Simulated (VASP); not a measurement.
# Li (P6_3/mmc) in VASP: a series of runs

Li is run at these levels: PBE+D3(BJ); tasks: single point.

Program: VASP 6.6.1. These are calculated values, not measurements. Logs are shortened: lines on timing, memory, paths and dates and some standing lists are left out, and cuts for length are marked.

## (1) The cell of the first run

Symmetry: P6_3/mmc, No. 194, hexagonal system. The conventional cell has a = 3.111 Å, b = 3.111 Å, c = 5.093 Å, α = 90.00°, β = 90.00°, γ = 120.00°. Within 4.1 Å of Li (site symmetry -6m2) lie 12 Li at 3.11 to 3.12 Å.

This isn't the form of Li at room conditions, which is bcc.

## (2) Single point, PBE+D3(BJ)

File INCAR:

```
SYSTEM = Li
ALGO = Fast
EDIFF = 1E-6
ENCUT = 520
GGA = PE
ISIF = 2
ISMEAR = 0
ISYM = 0
IVDW = 12
LASPH = .True.
LCHARG = .False.
LREAL = Auto
LWAVE = .False.
NBANDS = 42
NELM = 100
PREC = Accurate
SIGMA = 0.1
```

File KPOINTS:

```
k-points
0
Gamma
  3 3 3
  0 0 0
```

File POSCAR:

```
Li
1.0
    0.0000000000      5.3884137890      5.0930000000
   -4.6665032274     -2.6942068945      5.0930000000
    4.6665032274     -2.6942068945      5.0930000000
Li
18
Direct
    0.3055555556      0.6388888889      0.3055555556
    0.6388888889      0.6388888889      0.9722222222
    0.3055555556      0.3055555556      0.6388888889
    0.3055555556      0.9722222222      0.9722222222
    0.6388888889      0.3055555556      0.3055555556
    0.9722222222      0.6388888889      0.6388888889
    0.9722222222      0.3055555556      0.9722222222
    0.6388888889      0.9722222222      0.6388888889
    0.9722222222      0.9722222222      0.3055555556
    0.3611111111      0.6944444444      0.6944444444
    0.6944444444      0.6944444444      0.3611111111
    0.3611111111      0.3611111111      0.0277777778
    0.3611111111      0.0277777778      0.3611111111
    0.6944444444      0.3611111111      0.6944444444
    0.0277777778      0.6944444444      0.0277777778
    0.0277777778      0.3611111111      0.3611111111
    0.6944444444      0.0277777778      0.0277777778
    0.0277777778      0.0277777778      0.6944444444
```

Potentials or basis: VASP PAW PBE potentials, release 64 (Li_sv).

Launch:

```bash
$ cat potpaw_PBE.64/Li_sv/POTCAR > POTCAR
$ mpirun -np 1 vasp_std > vasp.out
```

OUTCAR:

```text
SYSTEM = Li
   EDIFF = 1E-6
   ENCUT = 520
   GGA = PE
   ISIF = 2
   ISMEAR = 0
   ISYM = 0
   IVDW = 12
   LASPH = .True.
   LREAL = Auto
   NELM = 100
   PREC = Accurate
 IVDW          = 12

 ion  position               nearest neighbor table
   1  0.306  0.639  0.306-
   2  0.639  0.639  0.972-
   3  0.306  0.306  0.639-
   4  0.306  0.972  0.972-
   5  0.639  0.306  0.306-
   6  0.972  0.639  0.639-
[... 10 lines left out ...]
  17  0.694  0.028  0.028-
  18  0.028  0.028  0.694-

IMPORTANT INFORMATION: All symmetrisations will be switched off!
NOSYMM: (Re-)initialisation of all symmetry stuff for point group C_1.

----------------------------------------------------------------------------------------

                                     Primitive cell

  volume of cell :     384.1912

  direct lattice vectors                    reciprocal lattice vectors
     0.000000000  5.388413789  5.093000000     0.000000000  0.123722248  0.065449310
    -4.666503227 -2.694206895  5.093000000    -0.107146610 -0.061861124  0.065449310
     4.666503227 -2.694206895  5.093000000     0.107146610 -0.061861124  0.065449310

  length of vectors
     7.414421903  7.414421903  7.414421903     0.139967163  0.139967163  0.139967163

  position of ions in fractional coordinates (direct lattice)
     0.305555556  0.638888889  0.305555556
     0.638888889  0.638888889  0.972222222
     0.305555556  0.305555556  0.638888889
     0.305555556  0.972222222  0.972222222
     0.638888889  0.305555556  0.305555556
     0.972222222  0.638888889  0.638888889
[... 10 lines left out ...]
     0.694444444  0.027777778  0.027777778
     0.027777778  0.027777778  0.694444444

  ion indices of the primitive-cell ions
   primitive index   ion index
                 1           1
                 2           2
                 3           3
                 4           4
                 5           5
                 6           6
[... 10 lines left out ...]
                17          17
                18          18

----------------------------------------------------------------------------------------

 KPOINTS: k-points

Automatic generation of k-mesh.
 Grid dimensions read from file:
 generate k-points for:    3    3    3

 Generating k-lattice:

  Cartesian coordinates                     Fractional coordinates (reciprocal lattice)
     0.000000000  0.041240749  0.021816437     0.333333333  0.000000000  0.000000000
    -0.035715537 -0.020620375  0.021816437     0.000000000  0.333333333  0.000000000
     0.035715537 -0.020620375  0.021816437     0.000000000  0.000000000  0.333333333

  Length of vectors
     0.046655721  0.046655721  0.046655721

  Shift w.r.t. Gamma in fractional coordinates (k-lattice)
     0.000000000  0.000000000  0.000000000

 Subroutine IBZKPT returns following result:
 ===========================================

 Found     14 irreducible k-points:

 Following reciprocal coordinates:
            Coordinates               Weight
  0.000000  0.000000  0.000000      1.000000
  0.333333  0.000000  0.000000      2.000000
  0.000000  0.333333  0.000000      2.000000
  0.000000  0.000000  0.333333      2.000000
  0.333333  0.333333  0.000000      2.000000
 -0.333333 -0.000000 -0.333333      2.000000
  0.000000  0.333333  0.333333      2.000000
 -0.333333  0.333333 -0.000000      2.000000
  0.333333  0.000000 -0.333333      2.000000
  0.000000 -0.333333  0.333333      2.000000
  0.333333  0.333333  0.333333      2.000000
 -0.333333  0.333333  0.333333      2.000000
  0.333333 -0.333333  0.333333      2.000000
  0.333333  0.333333 -0.333333      2.000000
   k-points           NKPTS =     14   k-points in BZ     NKDIM =     14   number of bands    NBANDS=     42
   number of dos      NEDOS =    301   number of ions     NIONS =     18
   total plane-waves  NPLWV = 175616
   dimension x,y,z NGX =    56 NGY =   56 NGZ =   56
   dimension x,y,z NGXF=   112 NGYF=  112 NGZF=  112
   ions per type =              18
   NGX,Y,Z   is equivalent  to a cutoff of  12.56, 12.56, 12.56 a.u.
   NGXF,Y,Z  is equivalent  to a cutoff of  25.11, 25.11, 25.11 a.u.
 SYSTEM =  Li
   PREC   = accura    normal or accurate (medium, high low for compatibility)
   ISTART =      0    job   : 0-new  1-cont  2-samecut
   ICHARG =      2    charge: 1-file 2-atom 10-const
   ISPIN  =      1    spin polarized calculation?
   LNONCOLLINEAR =      F non collinear calculations
   LSORBIT =      F    spin-orbit coupling
   LASPH  =      T    aspherical Exc in radial PAW
   ENCUT  =  520.0 eV  38.22 Ry    6.18 a.u.  13.79 13.79 13.79*2*pi/ulx,y,z
   NELM   =    100;   NELMIN=  2; NELMDL= -5     # of ELM steps
   EDIFF  = 0.1E-05   stopping-criterion for ELM
   LREAL  =      T    real-space projection
   EDIFFG = 0.1E-04   stopping-criterion for IOM
   NSW    =      0    number of steps for IOM
   IBRION =     -1    ionic relax: 0-MD 1-quasi-New 2-CG
   NFREE  =      0    steps in history (QN), initial steepest desc. (CG)
   ISIF   =      2    stress and relaxation
   ISYM   =      0    0-nonsym 1-usesym 2-fastsym
   POTIM  = 0.5000    time-step for ionic-motion
   TEBEG  =    0.0;   TEEND  =   0.0 temperature during run
   PSTRESS=    0.0 pullay stress
   NELECT =      54.0000    total number of electrons
   NUPDOWN=      -1.0000    fix difference up-down
   EMIN   =  10.00;   EMAX   =-10.00  energy-range for DOS
   EFERMI =   0.00;   METHOD = LEGACY
   ISMEAR =     0;   SIGMA  =   0.10  broadening in eV -4-tet -1-fermi 0-gaus
   EFERMI_NEDOS =   21; number of points for ismear=-14 and -15
   IALGO  =     68    algorithm
   IMIX   =      4    mixing-type and parameters
     AMIX     =   0.40;   BMIX     =  1.00
     AMIX_MAG =   1.60;   BMIX_MAG =  1.00
  volume/ion in A,a.u.               =      21.34       144.04
  Fermi-wavevector in a.u.,A,eV,Ry     =   0.851184  1.608505  9.857621  0.724515
  Thomas-Fermi vector in A             =   1.967278
   LORBIT       =      0    0 simple, 1 ext, 2 COOP (PROOUT), +10 PAW based schemes
   GGA     = PE    functional components
   LHFCALC =     F    Hartree Fock is set to
   AEXX    =    0.0000 exact exchange contribution
   IVDW    =    12    specifies the selected vdW correction
   LEPSILON=     F    determine dielectric tensor
   LRPA    =     F    only Hartree local field effects (RPA)
 non-spin polarized calculation
 RMM-DIIS sequential band-by-band and
 Gauss-broadening in eV      SIGMA  =   0.10
  energy-cutoff  :      520.00
  volume of cell :      384.19
 maximum number of plane-waves:     10351
   NGX = 27   NGY = 27   NGZ = 27

 number of electron      53.9999994 magnetization

 Free energy of the ion-electron system (eV)
  ---------------------------------------------------
  ext. energy  EPLUGINS =         0.00000000
  ---------------------------------------------------
  free energy    TOTEN  =       -34.30058264 eV

  energy without entropy =      -34.24671128  energy(sigma->0) =      -34.27364696

 E-fermi :   0.6123     XC(G=0):  -6.9197

 val. band max:        0.5981699370   @ k =   0.0000  -0.3333   0.3333
 cond. band min:       0.6557638612   @ k =   0.0000   0.0000   0.0000
 fundamental gap:      0.0575939242
 Fermi energy:         0.6122951662

 k-point     1 :       0.0000    0.0000    0.0000
  band No.  band energies     occupation
      1     -46.1351      2.00000
      2     -46.1228      2.00000
      3     -46.1228      2.00000
      4     -46.1228      2.00000
      5     -46.1227      2.00000
      6     -46.1227      2.00000
[... 31 lines left out ...]
     38       2.6389      0.00000
     39       3.2270      0.00000

 k-point     2 :       0.3333    0.0000    0.0000
  band No.  band energies     occupation
      1     -46.1332      2.00000
      2     -46.1283      2.00000
      3     -46.1226      2.00000
      4     -46.1225      2.00000
      5     -46.1214      2.00000
      6     -46.1214      2.00000
[... 31 lines left out ...]
     38       4.0401      0.00000
     39       4.0853      0.00000

 k-point     3 :       0.0000    0.3333    0.0000
  band No.  band energies     occupation
      1     -46.1332      2.00000
      2     -46.1283      2.00000
      3     -46.1226      2.00000
      4     -46.1225      2.00000
      5     -46.1214      2.00000
      6     -46.1214      2.00000
[... 31 lines left out ...]
     38       4.0847      0.00000
     39       4.0851      0.00000

 k-point     4 :       0.0000    0.0000    0.3333
  band No.  band energies     occupation
      1     -46.1332      2.00000
      2     -46.1283      2.00000
      3     -46.1226      2.00000
      4     -46.1226      2.00000
      5     -46.1214      2.00000
      6     -46.1214      2.00000
[... 31 lines left out ...]
     38       4.0473      0.00000
     39       4.0855      0.00000
[... 302 lines left out ...]
      6     -46.1219      2.00000
[... 31 lines left out ...]
     38       3.8915      0.00000
     39       3.9696      0.00000

 k-point    13 :       0.3333   -0.3333    0.3333
  band No.  band energies     occupation
      1     -46.1293      2.00000
      2     -46.1280      2.00000
      3     -46.1257      2.00000
      4     -46.1254      2.00000
      5     -46.1254      2.00000
      6     -46.1219      2.00000
[... 31 lines left out ...]
     38       3.8986      0.00000
     39       3.9694      0.00000

 k-point    14 :       0.3333    0.3333   -0.3333
  band No.  band energies     occupation
      1     -46.1293      2.00000
      2     -46.1280      2.00000
      3     -46.1257      2.00000
      4     -46.1254      2.00000
      5     -46.1254      2.00000
      6     -46.1219      2.00000
[... 31 lines left out ...]
     38       3.8977      0.00000
     39       3.9695      0.00000
 [bands above 39 left out]

------------------------ aborting loop because EDIFF is reached ----------------------------------------

 Edisp (eV)   -2.89009

 E8    (eV) :    -1.2049

  FORCE on cell =-STRESS in cart. coord.  units (eV):
  Direction    XX          YY          ZZ          XY          YZ          ZX
  --------------------------------------------------------------------------------------
  -------------------------------------------------------------------------------------
  Total      -5.45057    -5.45059    -3.40186    -0.00000    -0.00000    -0.00001
  in kB     -22.73028   -22.73036   -14.18662    -0.00001    -0.00001    -0.00005
  external pressure =      -19.88 kB  Pullay stress =        0.00 kB

 VOLUME and BASIS-vectors are now :
 -----------------------------------------------------------------------------
  energy-cutoff  :      520.00
  volume of cell :      384.19
      direct lattice vectors                 reciprocal lattice vectors
     0.000000000  5.388413789  5.093000000     0.000000000  0.123722248  0.065449310
    -4.666503227 -2.694206895  5.093000000    -0.107146610 -0.061861124  0.065449310
     4.666503227 -2.694206895  5.093000000     0.107146610 -0.061861124  0.065449310

 POSITION                                       TOTAL-FORCE (eV/Angst)
 -----------------------------------------------------------------------------------
     -1.55550     -0.89807      6.36625        -0.000623     -0.000385     -0.004624
      1.55550     -0.89807     11.45925         0.000555     -0.000328     -0.001046
      1.55550     -0.89807      6.36625         0.000612     -0.000371     -0.004663
      0.00000     -3.59228     11.45925         0.000013     -0.002364     -0.007692
      0.00000      1.79614      6.36625         0.000014      0.000775     -0.004661
      0.00000      1.79614     11.45925         0.000033      0.000646     -0.001067
[... 10 lines left out ...]
      0.00000      3.59228      3.81975         0.000001      0.002364      0.007696
      3.11100     -1.79614      3.81975         0.002050     -0.001167      0.007674
 -----------------------------------------------------------------------------------
    total drift:                                0.000072      0.000005      0.000111

  FREE ENERGIE OF THE ION-ELECTRON SYSTEM (eV)
  ---------------------------------------------------
  free  energy   TOTEN  =       -37.1906727024 eV

  energy  without entropy=      -37.1368013370  energy(sigma->0) =      -37.16373702
```

Run time: 7.5 min. Hardware: 1 thread of Intel Xeon Platinum 8488C (Sapphire Rapids), shared host; peak memory 0.46 GiB.

Results:

| Quantity | Value |
| --- | --- |
| Free energy | -37.1907 eV |
| Largest force | 0.008 eV/Å |
| Band gap on the k mesh | zero (bands 27 and 28 overlap by 0.60 eV) |
| Dispersion energy per atom | -0.161 eV |

Forces on the atoms (eV/Å):
```
Li  -0.001  0.000 -0.005
Li   0.001  0.000 -0.001
Li   0.001  0.000 -0.005
Li   0.000 -0.002 -0.008
Li   0.000  0.001 -0.005
Li   0.000  0.001 -0.001
Li   0.002  0.001 -0.008
Li  -0.001  0.000 -0.001
Li  -0.002  0.001 -0.008
Li   0.000 -0.001  0.005
Li  -0.001  0.000  0.005
Li  -0.001  0.000  0.001
Li   0.001  0.000  0.001
Li   0.001  0.000  0.005
Li  -0.002 -0.001  0.008
Li   0.000 -0.001  0.001
Li   0.000  0.002  0.008
Li   0.002 -0.001  0.008
```

Levels at points of the mesh, in eV from the Fermi level:
```csv
k point,band 25,band 26,band 27,band 28,band 29,band 30
"(0.00, 0.00, 0.00)",-1.40,-0.14,0.04,0.04,0.04,0.04
```

Caveat: the cutoff is under 1.25 times the usual one of these potentials, so pressure, stress and relaxed cells hold a basis-set (Pulay) error.

## (3) Single point, PBE+D3(BJ)

File INCAR:

```
SYSTEM = Li
PREC     = Accurate       ! precision mode
ENCUT    = 520            ! plane-wave cutoff, eV
EDIFF    = 1E-6           ! SCF threshold, eV
ISMEAR   = -1             ! smearing method
SIGMA    = 0.05           ! smearing width, eV
LREAL    = Auto         
LASPH    = .True.         ! aspherical terms in the spheres
NELM     = 100            ! most SCF steps
ALGO     = Fast           ! electronic algorithm
ISIF     = 2              ! what is computed and relaxed
LWAVE    = .False.        ! write WAVECAR
LCHARG   = .False.        ! write CHGCAR
GGA      = PE             ! functional
IVDW     = 12             ! dispersion correction
NBANDS   = 42             ! bands
```

File KPOINTS:

```
Automatic mesh
0
Gamma
  3 3 3
  0 0 0
```

POSCAR is that of step 2.

Potentials or basis: VASP PAW PBE potentials, release 64 (Li_sv).

Launch:

```bash
$ cat potpaw_PBE.64/Li_sv/POTCAR > POTCAR
$ mpirun -np 1 vasp_std > vasp.out
```

Wall time 3.4 min (1 thread of Intel Xeon Platinum 8488C (Sapphire Rapids), shared host); peak memory 0.41 GiB.

Results (log left out):

```yaml
Free_energy: -37.2071 eV
Largest_force: 0.004 eV/Å
Band_gap_on_the_k_mesh: zero (bands 27 and 28 overlap by 0.60 eV)
Dispersion_energy_per_atom: -0.161 eV
```

Forces on the atoms (eV/Å):
```
Li   0.000  0.000 -0.004
Li   0.000  0.000 -0.004
Li   0.000  0.000 -0.004
Li   0.000  0.000 -0.004
Li   0.000  0.000 -0.004
Li   0.000  0.000 -0.004
Li   0.000  0.000 -0.004
Li   0.000  0.000 -0.004
Li   0.000  0.000 -0.004
Li   0.000  0.000  0.004
Li   0.000  0.000  0.004
Li   0.000  0.000  0.004
Li   0.000  0.000  0.004
Li   0.000  0.000  0.004
Li   0.000  0.000  0.004
Li   0.000  0.000  0.004
Li   0.000  0.000  0.004
Li   0.000  0.000  0.004
```

Levels at points of the mesh, in eV from the Fermi level:
```csv
k point,band 24,band 25,band 26,band 27,band 28,band 29
"(0.00, 0.00, 0.00)",-1.40,-1.40,-0.13,0.05,0.05,0.05
```

Caveat: the cutoff is under 1.25 times the usual one of these potentials, so pressure, stress and relaxed cells hold a basis-set (Pulay) error.
